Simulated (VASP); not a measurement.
# Cd3NiO (R-3m) in VASP: single point with PBE

Aim: the single point of Cd3NiO with PBE.

Program: VASP 6.6.1. These are calculated values, not measurements. Logs are shortened: lines on timing, memory, paths and dates and some standing lists are left out, and cuts for length are marked.

### 1 The cell of the first run

Symmetry: R-3m, No. 166, trigonal system. Conventional cell: a = 4.464 Å, b = 4.464 Å, c = 15.548 Å, α = 90.00°, β = 90.00°, γ = 120.00°. Cd (site symmetry 2/m) has 2 Ni at 2.23 Å and 4 Cd at 2.23 Å and 2 O at 2.89 Å within 3.0 Å. Ni (site symmetry -3m) has 6 Cd at 2.23 Å within 3.0 Å. Within 3.8 Å of O (site symmetry -3m) lie 6 Cd at 2.89 Å and 6 Ni at 3.65 Å.

The cell was built from a structure type or drawn by symmetry, and may not be a known phase.

### 2 Single point, PBE, collinear spin, ferromagnetic start

Contents of INCAR:

```
SYSTEM = Cd3NiO
PREC     = Accurate       ! precision mode
ENCUT    = 520            ! plane-wave cutoff, eV
EDIFF    = 1E-6           ! SCF threshold, eV
ISMEAR   = 0              ! smearing method
SIGMA    = 0.1            ! smearing width, eV
LREAL    = .False.        ! projectors in reciprocal space
LASPH    = .True.         ! aspherical terms in the spheres
NELM     = 150            ! most SCF steps
ALGO     = Normal         ! electronic algorithm
ISIF     = 2              ! what is computed and relaxed
LWAVE    = .False.        ! write WAVECAR
LCHARG   = .False.        ! write CHGCAR
ISPIN    = 2              ! spin polarisation
MAGMOM   = 0 0 0 2 0      ! initial moments
LORBIT   = 11             ! projections on sites
LMAXMIX  = 4              ! l up to which the mixer works
GGA      = PE             ! functional
NBANDS   = 38             ! bands
```

Contents of KPOINTS:

```
regular mesh
0
Gamma
  6 6 6
  0 0 0
```

Contents of POSCAR:

```
Cd3NiO
1.0
    2.2320753400      1.2886893000      5.1827472000
   -2.2320753400      1.2886893000      5.1827472000
    0.0000000000     -2.5773786000      5.1827472000
Cd Ni O
3 1 1
Direct
    0.0000000000      0.0000000000      0.5000000000
    0.5000000000      0.0000000000      0.0000000000
    0.0000000000      0.5000000000      0.0000000000
    0.5000000000      0.5000000000      0.5000000000
    0.0000000000      0.0000000000      0.0000000000
```

Potentials or basis: VASP PAW PBE potentials, release 64 (Cd, Ni, O).

On the command line:

```console
> cat potpaw_PBE.64/Cd/POTCAR potpaw_PBE.64/Ni/POTCAR potpaw_PBE.64/O/POTCAR > POTCAR
> mpirun -np 1 vasp_std > vasp.out
```

OUTCAR:

```text
SYSTEM = Cd3NiO
   PREC = Accurate
   ENCUT = 520
   EDIFF = 1E-6
   ISMEAR = 0
   LREAL = .False.
   LASPH = .True.
   NELM = 150
   ISIF = 2
   ISPIN = 2
   LORBIT = 11
   GGA = PE

 ion  position               nearest neighbor table
   1  0.000  0.000  0.500-   4 2.23   4 2.23   3 2.23   2 2.23   2 2.23   3 2.23
   2  0.500  0.000  0.000-   3 2.23   3 2.23   1 2.23   4 2.23   1 2.23   4 2.23
   3  0.000  0.500  0.000-   2 2.23   2 2.23   1 2.23   1 2.23   4 2.23   4 2.23
   4  0.500  0.500  0.500-   1 2.23   1 2.23   2 2.23   2 2.23   3 2.23   3 2.23
   5  0.000  0.000  0.000-

  LATTYP: Found a trigonal (rhomboedric) cell.
 ALAT       =     5.7882423044
 COS(alpha) =     0.7025908751

  Lattice vectors:

 A1 = (   2.2320753400,   1.2886893000,   5.1827472000)
 A2 = (  -2.2320753400,   1.2886893000,   5.1827472000)
 A3 = (   0.0000000000,  -2.5773786000,   5.1827472000)

Analysis of symmetry for initial positions (statically):
=====================================================================
 Subroutine PRICEL returns:
 Original cell was already a primitive cell.

 Routine SETGRP: Setting up the symmetry group for a
 trigonal (rhombohedral) supercell.

 Subroutine GETGRP returns: Found 12 space group operations
 (whereof 12 operations were pure point group operations)
 out of a pool of 12 trial point group operations.

The static configuration has the point symmetry D_3d.

Analysis of symmetry for dynamics (positions and initial velocities):
=====================================================================
 Subroutine PRICEL returns:
 Original cell was already a primitive cell.

 Routine SETGRP: Setting up the symmetry group for a
 trigonal (rhombohedral) supercell.

 Subroutine GETGRP returns: Found 12 space group operations
 (whereof 12 operations were pure point group operations)
 out of a pool of 12 trial point group operations.

The dynamic configuration has the point symmetry D_3d.

Analysis of structural, dynamic, and magnetic symmetry:
=====================================================================
 Subroutine PRICEL returns:
 Original cell was already a primitive cell.

 Routine SETGRP: Setting up the symmetry group for a
 trigonal (rhombohedral) supercell.

 Subroutine GETGRP returns: Found 12 space group operations
 (whereof 12 operations were pure point group operations)
 out of a pool of 12 trial point group operations.

The overall configuration has the point symmetry D_3d.

 Subroutine INISYM returns: Found 12 space group operations
 (whereof 12 operations are pure point group operations),
 and found     1 'primitive' translations

----------------------------------------------------------------------------------------

                                     Primitive cell

  volume of cell :      89.4475

  direct lattice vectors                    reciprocal lattice vectors
     2.232075340  1.288689300  5.182747200     0.224006776  0.129330372  0.064315955
    -2.232075340  1.288689300  5.182747200    -0.224006776  0.129330372  0.064315955
     0.000000000 -2.577378600  5.182747200     0.000000000 -0.258660744  0.064315955

  length of vectors
     5.788242304  5.788242304  5.788242305     0.266536907  0.266536907  0.266536907

  position of ions in fractional coordinates (direct lattice)
     1.000000000  1.000000000  0.500000000
     0.500000000  0.000000000  1.000000000
     0.000000000  0.500000000  1.000000000
     0.500000000  0.500000000  0.500000000
     0.000000000  0.000000000  0.000000000

  ion indices of the primitive-cell ions
   primitive index   ion index
                 1           1
                 2           2
                 3           3
                 4           4
                 5           5

----------------------------------------------------------------------------------------

 KPOINTS: regular mesh

Automatic generation of k-mesh.
 Grid dimensions read from file:
 generate k-points for:    6    6    6

 Generating k-lattice:

  Cartesian coordinates                     Fractional coordinates (reciprocal lattice)
     0.037334463  0.021555062  0.010719326     0.166666667  0.000000000 -0.000000000
    -0.037334463  0.021555062  0.010719326     0.000000000  0.166666667 -0.000000000
     0.000000000 -0.043110124  0.010719326    -0.000000000 -0.000000000  0.166666667

  Length of vectors
     0.044422818  0.044422818  0.044422818

  Shift w.r.t. Gamma in fractional coordinates (k-lattice)
     0.000000000  0.000000000  0.000000000

 Subroutine IBZKPT returns following result:
 ===========================================

 Found     32 irreducible k-points:

 Following reciprocal coordinates:
            Coordinates               Weight
  0.000000  0.000000  0.000000      1.000000
  0.166667 -0.000000  0.000000      6.000000
  0.333333 -0.000000  0.000000      6.000000
  0.500000 -0.000000  0.000000      3.000000
  0.166667  0.166667  0.000000      6.000000
  0.333333  0.166667  0.000000     12.000000
[... 16 lines left out ...]
  0.500000  0.500000  0.166667      6.000000
 -0.333333  0.500000  0.166667     12.000000
 [... further k-points ...]
   k-points           NKPTS =     32   k-points in BZ     NKDIM =     32   number of bands    NBANDS=     38
   number of dos      NEDOS =    301   number of ions     NIONS =      5
   total plane-waves  NPLWV = 110592
   dimension x,y,z NGX =    48 NGY =   48 NGZ =   48
   dimension x,y,z NGXF=    96 NGYF=   96 NGZF=   96
   ions per type =               3   1   1
   NGX,Y,Z   is equivalent  to a cutoff of  13.79, 13.79, 13.79 a.u.
   NGXF,Y,Z  is equivalent  to a cutoff of  27.57, 27.57, 27.57 a.u.
 SYSTEM =  Cd3NiO
   PREC   = accura    normal or accurate (medium, high low for compatibility)
   ISTART =      0    job   : 0-new  1-cont  2-samecut
   ICHARG =      2    charge: 1-file 2-atom 10-const
   ISPIN  =      2    spin polarized calculation?
   LNONCOLLINEAR =      F non collinear calculations
   LSORBIT =      F    spin-orbit coupling
   LASPH  =      T    aspherical Exc in radial PAW
   ENCUT  =  520.0 eV  38.22 Ry    6.18 a.u.  10.76 10.76 10.76*2*pi/ulx,y,z
   NELM   =    150;   NELMIN=  2; NELMDL= -5     # of ELM steps
   EDIFF  = 0.1E-05   stopping-criterion for ELM
   LREAL  =      F    real-space projection
   EDIFFG = 0.1E-04   stopping-criterion for IOM
   NSW    =      0    number of steps for IOM
   IBRION =     -1    ionic relax: 0-MD 1-quasi-New 2-CG
   NFREE  =      0    steps in history (QN), initial steepest desc. (CG)
   ISIF   =      2    stress and relaxation
   ISYM   =      2    0-nonsym 1-usesym 2-fastsym
   POTIM  = 0.5000    time-step for ionic-motion
   TEBEG  =    0.0;   TEEND  =   0.0 temperature during run
   PSTRESS=    0.0 pullay stress
   NELECT =      52.0000    total number of electrons
   NUPDOWN=      -1.0000    fix difference up-down
   EMIN   =  10.00;   EMAX   =-10.00  energy-range for DOS
   EFERMI =   0.00;   METHOD = LEGACY
   ISMEAR =     0;   SIGMA  =   0.10  broadening in eV -4-tet -1-fermi 0-gaus
   EFERMI_NEDOS =   21; number of points for ismear=-14 and -15
   IALGO  =     38    algorithm
   IMIX   =      4    mixing-type and parameters
     AMIX     =   0.40;   BMIX     =  1.00
     AMIX_MAG =   1.60;   BMIX_MAG =  1.00
  volume/ion in A,a.u.               =      17.89       120.72
  Fermi-wavevector in a.u.,A,eV,Ry     =   1.366322  2.581975 25.399855  1.866837
  Thomas-Fermi vector in A             =   2.492473
   LORBIT       =     11    0 simple, 1 ext, 2 COOP (PROOUT), +10 PAW based schemes
   GGA     = PE    functional components
   LHFCALC =     F    Hartree Fock is set to
   AEXX    =    0.0000 exact exchange contribution
   IVDW    =     0    specifies the selected vdW correction
   LEPSILON=     F    determine dielectric tensor
   LRPA    =     F    only Hartree local field effects (RPA)
 spin polarized calculation
 Gauss-broadening in eV      SIGMA  =   0.10
  energy-cutoff  :      520.00
  volume of cell :       89.45
 maximum number of plane-waves:      2428
 NGX is ok and might be reduce to    48
   NGX = 21   NGY = 21   NGZ = 21

 number of electron      52.0000002 magnetization       0.0058066

 number of electron      52.0000002 magnetization      -0.0006191

 Free energy of the ion-electron system (eV)
  ---------------------------------------------------
  ext. energy  EPLUGINS =         0.00000000
  ---------------------------------------------------
  free energy    TOTEN  =         2.57497749 eV

  energy without entropy =        2.59525835  energy(sigma->0) =        2.58511792

 E-fermi :   1.9103     XC(G=0): -10.1554

 val. band max:        1.8961488866   @ k =   0.5000  -0.0000   0.0000
 cond. band min:       1.9122175677   @ k =  -0.1667   0.5000   0.1667
 fundamental gap:      0.0160686811
 Fermi energy:         1.9102920313

 spin component 1

 k-point     1 :       0.0000    0.0000    0.0000
  band No.  band energies     occupation
      1     -13.4726      1.00000
      2     -12.8663      1.00000
      3     -11.4715      1.00000
      4     -11.4715      1.00000
      5     -10.4289      1.00000
      6     -10.3120      1.00000
[... 30 lines left out ...]
     37      13.5282      0.00000
     38      13.5282      0.00000

 k-point     2 :       0.1667   -0.0000    0.0000
  band No.  band energies     occupation
      1     -13.4518      1.00000
      2     -12.5733      1.00000
      3     -11.3600      1.00000
      4     -11.1323      1.00000
      5     -10.1770      1.00000
      6     -10.1497      1.00000
[... 30 lines left out ...]
     37      14.5513      0.00000
     38      15.0019      0.00000
[... 859 lines left out ...]
     37      15.4621      0.00000
     38      15.6232      0.00000

 k-point    24 :      -0.3333    0.5000    0.1667
  band No.  band energies     occupation
      1     -13.3801      1.00000
      2     -11.3517      1.00000
      3     -10.6553      1.00000
      4      -9.6036      1.00000
      5      -9.5027      1.00000
      6      -9.1609      1.00000
[... 30 lines left out ...]
     37      14.7126      0.00000
     38      16.1232      0.00000

 [... further k-points ...]

 spin component 2

 k-point     1 :       0.0000    0.0000    0.0000
  band No.  band energies     occupation
      1     -13.4734      1.00000
      2     -12.8663      1.00000
      3     -11.4715      1.00000
      4     -11.4715      1.00000
      5     -10.4289      1.00000
      6     -10.3119      1.00000
[... 30 lines left out ...]
     37      13.5283      0.00000
     38      13.5283      0.00000

 k-point     2 :       0.1667   -0.0000    0.0000
  band No.  band energies     occupation
      1     -13.4526      1.00000
      2     -12.5733      1.00000
      3     -11.3600      1.00000
      4     -11.1323      1.00000
      5     -10.1769      1.00000
      6     -10.1496      1.00000
[... 30 lines left out ...]
     37      14.5514      0.00000
     38      15.0020      0.00000
[... 859 lines left out ...]
     37      15.4621      0.00000
     38      15.6232      0.00000

 k-point    24 :      -0.3333    0.5000    0.1667
  band No.  band energies     occupation
      1     -13.3809      1.00000
      2     -11.3517      1.00000
      3     -10.6553      1.00000
      4      -9.6036      1.00000
      5      -9.5026      1.00000
      6      -9.1608      1.00000
[... 30 lines left out ...]
     37      14.7127      0.00000
     38      16.1231      0.00000

 [... further k-points ...]

------------------------ aborting loop because EDIFF is reached ----------------------------------------

  FORCE on cell =-STRESS in cart. coord.  units (eV):
  Direction    XX          YY          ZZ          XY          YZ          ZX
  --------------------------------------------------------------------------------------
  -------------------------------------------------------------------------------------
  Total       74.4990663     74.4990665     -7.4228371      0.0000000     -0.0000000      0.0000000
  in kB     1334.4216033   1334.4216066   -132.9572930      0.0000000     -0.0000000      0.0000000
  external PRESSURE =     845.2953056 kB  Pullay stress =       0.0000000 kB

 VOLUME and BASIS-vectors are now :
 -----------------------------------------------------------------------------
  energy-cutoff  :      520.00
  volume of cell :       89.45
      direct lattice vectors                 reciprocal lattice vectors
     2.232075340  1.288689300  5.182747200     0.224006776  0.129330372  0.064315955
    -2.232075340  1.288689300  5.182747200    -0.224006776  0.129330372  0.064315955
     0.000000000 -2.577378600  5.182747200     0.000000000 -0.258660744  0.064315955

 POSITION                                       TOTAL-FORCE (eV/Angst)
 -----------------------------------------------------------------------------------
      0.00000     -1.28869      2.59137        -0.000000     -0.000000     -0.000000
      1.11604      0.64434      2.59137         0.000000     -0.000000     -0.000000
     -1.11604      0.64434      2.59137        -0.000000      0.000000      0.000000
      0.00000      0.00000      7.77412         0.000000     -0.000000      0.000000
      0.00000      0.00000      0.00000        -0.000000     -0.000000      0.000000
 -----------------------------------------------------------------------------------
    total drift:                                0.000000     -0.000000      0.000000

  FREE ENERGIE OF THE ION-ELECTRON SYSTEM (eV)
  ---------------------------------------------------
  free  energy   TOTEN  =         2.5749774920 eV

  energy  without entropy=        2.5952583491  energy(sigma->0) =        2.58511792

 total charge

# of ion       s       p       d       tot
------------------------------------------
    1        0.774   0.729   9.629  11.133
    2        0.774   0.729   9.629  11.133
    3        0.774   0.729   9.629  11.133
    4        0.655   0.549   8.802  10.006
    5        1.598   3.126   0.000   4.724
--------------------------------------------------
tot          4.576   5.863  37.688  48.128

 magnetization (x)

# of ion       s       p       d       tot
------------------------------------------
    1       -0.000   0.000   0.000  -0.000
    2       -0.000   0.000   0.000  -0.000
    3       -0.000   0.000   0.000  -0.000
    4       -0.000  -0.000  -0.000  -0.000
    5       -0.000  -0.001   0.000  -0.001
--------------------------------------------------
tot         -0.000  -0.001  -0.000  -0.001
```

It took 8.9 min on 1 thread of Intel Xeon 8259CL, shared host; peak memory 0.51 GiB.

What came out:

* Free energy: 2.5750 eV
* Pressure: 84.5 GPa
* Band gap on the k mesh: zero (filled and empty bands overlap)
* Net moment: 0.00 μB per cell
* Valence electrons inside the program's atomic spheres: Cd 11.13; Ni 10.01; O 4.72

Caveat: the cell stands under pressure. With open d or f shells a metallic result of PBE can be an artefact of self-interaction; +U or a hybrid may open a gap.
